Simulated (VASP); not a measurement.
Here is a VASP 6.6.1 calculation.

Contents of INCAR:

```
SYSTEM = Si4O7
  ALGO = Normal
  EDIFF = 1E-6
  ENCUT = 520
  GGA = PS
  GGA_COMPAT = .FALSE.
  ISIF = 2
  ISMEAR = 0
  LASPH = .TRUE.
  LCHARG = .FALSE.
  LREAL = .FALSE.
  LWAVE = .FALSE.
  NBANDS = 40
  NELM = 120
  PREC = Accurate
  SIGMA = 0.05
```

KPOINTS

```
k-points
0
G
  4 4 4
  0 0 0
```

The input POSCAR:

```
Si4O7
1.0
    5.0280710683      0.0000000000      0.0000000000
    0.0000000000      5.0280710683      0.0000000000
    0.0000000000      0.0000000000      7.0088699743
Si O
4 7
Direct
    0.2980688188      0.2980688188      0.0000000000
    0.2019311812      0.7980688188      0.2500000000
    0.7019311812      0.7019311812      0.5000000000
    0.7980688188      0.2019311812      0.7500000000
    0.3980464015      0.7395636083      0.4283767439
    0.7604363917      0.8980464015      0.6783767439
    0.6019535985      0.2604363917      0.9283767439
    0.7395636083      0.3980464015      0.5716232561
    0.8980464015      0.7604363917      0.3216232561
    0.2380942915      0.3777122882      0.1858915395
    0.1019535985      0.2395636083      0.8216232561
```

Potentials or basis: VASP PAW PBE potentials, release 64 (Si, O).

Launch:

```console
$ cat potpaw_PBE.64/Si/POTCAR potpaw_PBE.64/O/POTCAR > POTCAR
$ mpirun -np 1 vasp_std > vasp.out
```

Task: Predict the pressure.

Result: 4.9 GPa.

Task: What does it give for the largest force?

Result: 11.762 eV/Å.

Stress tensor (GPa, compression positive):
```
 2.48 -1.06 -2.89
-1.06 -0.82  5.33
-2.89  5.33 13.12
```

Caveat: the cell differs from its parent crystal (atoms taken out, atom 10 moved 0.500 of the way to it and +0.450 Å across, host rigid); the PAW data sets were made with another functional, which shifts forces and pressure a little.
